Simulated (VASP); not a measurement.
SiRu6: single point with PBE

Slab: SiRu6, a slab with vacuum.

```
Ru Si
1.0
     2.71980    0.00000    0.00000
     0.00000    4.29666    0.00000
     0.00000    0.00000   20.83834
Ru Si
6 1
Direct
  0.00000 0.75000 0.19195
  0.50000 0.25000 0.22963
  0.50000 0.75000 0.30499
  0.00000 0.25000 0.34074
  0.00000 0.75000 0.41686
  0.50000 0.25000 0.44813
  0.66667 0.75000 0.52000
```

```json
{
 "Program": "VASP 6.6.1",
 "Task": "single point",
 "Functional": "PBE",
 "Potentials or basis": "VASP PAW PBE potentials, release 64 (Ru_pv, Si)",
 "Cutoff": "520 eV",
 "k mesh": "10 × 6 × 1",
 "Occupations": "gaussian, width 0.1 eV",
 "Spin": "no spin polarisation"
}
```

| Item | Value |
| --- | --- |
| Largest force | 1.709 eV/Å |
| Band gap on the k mesh | zero (band 44 reaches 2.80 eV, above the bottom of band 45 at 1.35 eV) |

Forces in eV/Å, atoms in the order of the input:
```
Ru  -0.011  0.000  0.887
Ru   0.049  0.000 -0.498
Ru   0.092  0.000 -0.756
Ru  -0.092  0.000 -0.123
Ru   0.516  0.000 -1.220
Ru   0.170  0.000  1.700
Si  -0.724  0.000  0.011
```

Levels at points of the mesh, in eV from the Fermi level:
```
           k point  band 42  band 43  band 44  band 45  band 46  band 47
(0.00, 0.00, 0.00)    -1.23    -0.97    -0.88    -0.59    -0.09     0.21
(0.50, 0.00, 0.00)     0.07     0.12     0.67     0.95     1.29     1.34
(0.00, 0.50, 0.00)    -0.84    -0.75    -0.14     0.21     0.24     0.45
(0.50, 0.50, 0.00)     0.13     0.25     0.63     0.92     0.96     1.22
```

Run time: 5 min on 1 thread of Intel(R) Xeon(R) 6975P-C (Granite Rapids), on a shared host, peak memory 0.44 GiB.
